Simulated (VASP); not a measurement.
Wanted: the native input for a VASP 6.6.1 run.

```yaml
Task: single point
Functional: LDA
Potentials_or_basis: VASP PAW LDA potentials, release 64 (Be, Ga_d)
Cutoff: 600 eV
k_mesh: 3 × 3 × 3
Occupations: gaussian, width 0.1 eV
Spin: collinear spin
Starting_moments: "[0.0, 0.0, 1.0, 0.0] μB"
Dipole_correction: no
Further_INCAR_settings: ALGO = Normal; EDIFF = 1e-06; NBANDS = 32
```

The structure of BeGa3 lies in POSCAR:

```
BeGa3
1.0
   -2.0436200000      2.0436200000      3.7906850000
    2.0436200000     -2.0436200000      3.7906850000
    2.0436200000      2.0436200000     -3.7906850000
Be Ga
1 3
Direct
    0.0000000000      0.0000000000      0.0000000000
    0.7500000000      0.2500000000      0.5000000000
    0.2500000000      0.7500000000      0.5000000000
    0.5000000000      0.5000000000      0.0000000000
```

The input as run:

INCAR

```
SYSTEM = BeGa3
PREC = Accurate
ENCUT = 600
EDIFF = 1E-6
ISMEAR = 0
SIGMA = 0.1
LREAL = .FALSE.
LASPH = .TRUE.
NELM = 200
ALGO = Normal
ISIF = 2
LWAVE = .FALSE.
LCHARG = .TRUE.
ISPIN = 2
MAGMOM = 0 0 1 0
LORBIT = 11
GGA = CA
LELF = .TRUE.
LVHAR = .TRUE.
NBANDS = 32
GGA_COMPAT = .FALSE.
```

KPOINTS

```
Automatic mesh
0
G
  3 3 3
  0 0 0
```

Potentials or basis: VASP PAW LDA potentials, release 64 (Be, Ga_d).

Command:

```console
$ cat potpaw_LDA.64/Be/POTCAR potpaw_LDA.64/Ga_d/POTCAR > POTCAR
$ mpirun -np 1 vasp_std > vasp.out
```

It gave:

```
Pressure                                              : -3.9 GPa
Net moment                                            : 0.00 μB per cell
Valence electrons inside the program's atomic spheres : Be 0.77; Ga 11.62, 11.63 (each value once)
```

Caveat: the k points lie up to 0.58 Å⁻¹ apart.

It took 68 s on 1 thread of AMD EPYC 7R13, with other jobs on the host, peak memory 0.22 GiB.
